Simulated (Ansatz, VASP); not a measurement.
## Two plane-wave programs on V

```
CELL_PARAMETERS angstrom
-1.49918 1.49918 1.49918
1.49918 -1.49918 1.49918
1.49918 1.49918 -1.49918
ATOMIC_POSITIONS crystal
V 0.00000 0.00000 0.00000
```

Alike in both runs: task single point; functional PBE; k mesh 15 × 15 × 15; occupations methfessel-paxton of order 1, width 0.01 eV; no spin polarisation.

|  | VASP | Ansatz |
| --- | --- | --- |
| version | VASP 6.6.1 | Ansatz 0.2.0 |
| potentials or method | VASP PAW PBE potentials, release 64 (V_sv), cutoff 520 eV | plane waves (420 eV) with PAW, scalar-relativistic |
| valence electrons in the cell | 13 | 13 |

```tsv
	VASP	Ansatz	Ansatz less VASP
pressure (GPa)	-0.3	-0.6	-0.25
```

The functional is the same, so the differences come from potentials, cutoffs and numerics.
